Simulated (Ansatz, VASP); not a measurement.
## Be in VASP and in Ansatz

```
CELL_PARAMETERS angstrom
-1.27818 1.27818 1.25312
1.27818 -1.27818 1.25312
1.27818 1.27818 -1.25312
ATOMIC_POSITIONS crystal
Be 0.00000 0.00000 0.00000
```

Change from the starting cell: equal xx and yy strain of +2 %, crystal datasets.

Alike in both runs: task electric field gradients; functional PBEsol; k mesh 23 × 23 × 23; occupations fermi-dirac, width 0.03 eV; no spin polarisation.

|  | VASP | Ansatz |
| --- | --- | --- |
| version | VASP 6.6.1 | Ansatz 0.2.0 |
| potentials or method | VASP PAW PBE potentials, release 64 (Be), cutoff 520 eV | all-electron PAW with datasets made for the crystal, scalar-relativistic |

Ansatz gave:

```
pressure (GPa)                                       : -6.4
size of Vzz on the site where it differs most (V/Å²) : 0.1
```

Question: What did VASP give for the same quantities?

Answer: Pressure (GPa): -6.0; size of Vzz on the site where it differs most (V/Å²): 0.2.

VASP's potentials were made for PBE, not for PBEsol. Ansatz ran all-electron here, and VASP with PAW potentials.
